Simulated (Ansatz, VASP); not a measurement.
Two plane-wave programs on InSb

File POSCAR:

```
InSb
1.0
    0.0000000000      3.3119855564      3.3119855564
    3.3119855564      0.0000000000      3.3119855564
    3.3119855564      3.3119855564      0.0000000000
In Sb
1 1
Direct
    0.0000000000      0.0000000000      0.0000000000
    0.2500000000      0.2500000000      0.2500000000
```

The input INCAR.step1:

```
SYSTEM = InSb
  ALGO = Normal
  EDIFF = 1E-4
  ENCUT = 520
  GGA = PE
  ISMEAR = -1
  LASPH = .True.
  LCHARG = .False.
  LREAL = .False.
  LWAVE = .True.
  NBANDS = 16
  NELM = 100
  PREC = Accurate
  SIGMA = 0.02
```

The input INCAR.step2:

```
SYSTEM = InSb
  ALGO = Normal
  EDIFF = 1E-7
  ENCUT = 520
  ISIF = 2
  ISMEAR = -1
  ISTART = 1
  LASPH = .True.
  LCHARG = .False.
  LMIXTAU = .True.
  LREAL = .False.
  LWAVE = .False.
  METAGGA = R2SCAN
  NBANDS = 16
  NELM = 100
  PREC = Accurate
  SIGMA = 0.02
```

File KPOINTS:

```
k-points
0
Gamma
  6 6 6
  0 0 0
```

Input for Ansatz:

```yaml
crystal:
  lattice:
    - [0.0, 3.3119855564, 3.3119855564]
    - [3.3119855564, 0.0, 3.3119855564]
    - [3.3119855564, 3.3119855564, 0.0]
  atoms:
    - { symbol: In, position: [0.0, 0.0, 0.0] }
    - { symbol: Sb, position: [0.25, 0.25, 0.25] }
kpoints:
  mp_grid: { grid: [6, 6, 6] }
hamiltonian:
  xc: r2scan
scf:
  occupations: { method: fermi_dirac, width: 0.02 }
  n_extra_bands: 4
output:
  forces: true
  stress: true
  eigenvalues: true
```

Alike in both runs: task single point; functional r2SCAN; k mesh 6 × 6 × 6; occupations fermi-dirac, width 0.02 eV; no spin polarisation.

|  | VASP | Ansatz |
| --- | --- | --- |
| version | VASP 6.6.1 | Ansatz 0.2.0 |
| potentials or method | VASP PAW PBE potentials, release 64 (In_d, Sb) | plane waves, PAW |
| plane-wave cutoff (eV) | 520 | 500 |
| valence electrons in the cell | 18 | 28 |

```csv
,VASP,Ansatz,Ansatz less VASP
pressure (GPa),-1.2,-1.2,0.00
```

VASP's potentials were made for PBE, not for r2SCAN. VASP's potentials hold 18 valence electrons a cell and Ansatz's 28, so a difference there can come from the potentials and not from the codes.

Spin-orbit coupling is off throughout.
